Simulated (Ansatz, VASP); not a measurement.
This is a calculation of GdO for Ansatz 0.2.0.

The input input.yaml:

```yaml
crystal:
  lattice:
    - [0.0, 2.7, 2.7]
    - [2.7, 0.0, 2.7]
    - [2.7, 2.7, 0.0]
  atoms:
    - { symbol: Gd, position: [0.0, 0.0, 0.0], spin: 7.0 }
    - { symbol: O, position: [0.75, 0.75, 0.75] }
hamiltonian:
  xc: { exchange: pbe, correlation: pbe, exx: { coeff: 0.5 } }
  pseudopotentials: { kind: paw }
magnetization:
  spin_polarized: true
kpoints:
  mp_grid: { grid: [5, 5, 5] }
scf:
  occupations: { method: fermi_dirac, width: 0.05 }
output:
  forces: true
  stress: true
  eigenvalues: true
```

Potentials or basis: Ansatz PAW.

The run is started by

```bash
$ ansatz run input.yaml --threads 2 --pin off --max-ram 5632MiB --backend cpu --events-out ev --progress --plain --runs-dir out
```

Problem. Translate it to VASP 6.6.1. Potentials there: VASP PAW PBE potentials, release 64 (Gd, O).

Solution. As run (the cutoff follows the program's own potentials):

The input POSCAR:

```
GdO
1.0
    0.0000000000      2.7000000000      2.7000000000
    2.7000000000      0.0000000000      2.7000000000
    2.7000000000      2.7000000000      0.0000000000
Gd O
1 1
Direct
    0.0000000000      0.0000000000      0.0000000000
    0.7500000000      0.7500000000      0.7500000000
```

INCAR.step1

```
PREC = Accurate
ENCUT = 520
EDIFF = 1E-5
ISMEAR = -1
SIGMA = 0.05
LREAL = F
LASPH = T
NELM = 150
ALGO = Normal
ISIF = 2
LWAVE = T
ISPIN = 2
MAGMOM = 7 0
LORBIT = 11
LMAXMIX = 6
NBANDS = 23
GGA = PE
KPAR = 4
```

INCAR.step2

```
PREC = Accurate
ENCUT = 520
EDIFF = 1E-6
ISMEAR = -1
SIGMA = 0.05
LREAL = F
LASPH = T
NELM = 150
ALGO = Normal
ISIF = 2
LWAVE = F
LCHARG = T
ISPIN = 2
MAGMOM = 7 0
LORBIT = 11
LMAXMIX = 6
GGA = PE
LHFCALC = T
AEXX = 0.5
PRECFOCK = Normal
LVHAR = T
NBANDS = 23
ISTART = 1
KPAR = 4
```

The input KPOINTS:

```
regular mesh
0
Gamma
  5 5 5
```

Potentials or basis: VASP PAW PBE potentials, release 64 (Gd, O).

Command:

```sh
$ cat potpaw_PBE.64/Gd/POTCAR potpaw_PBE.64/O/POTCAR > POTCAR
$ cp INCAR.step1 INCAR
$ mpirun -np 4 vasp_std > vasp.out
$ cp INCAR.step2 INCAR
$ mpirun -np 4 vasp_std > vasp.out
```

Both were run:

|  | VASP | Ansatz | Ansatz less VASP |
| --- | --- | --- | --- |
| gap on the k mesh at the Fermi level (eV) | 1.83 | 1.82 | -0.006 |
| least direct gap on the mesh (eV) | 4.10 | 4.04 | -0.067 |
| pressure (GPa) | -3.4 | -3.5 | -0.07 |
| net moment per atom (μB) | 4.00 | 4.00 | 0.000 |
| size of the moment on the site where the two differ most (μB) | 7.08 | 7.05 | -0.033 |

VASP's potentials were made for PBE, not for PBE-based global hybrid. Site moments also hang on the region over which each program counts them.

Neither program's run includes spin-orbit coupling. Noted on Ansatz's run: the magnetic or orbital state may not be the lowest; odd divisions of the mesh miss points on the zone boundary, where band edges often lie, so the gap on the mesh can be too wide.
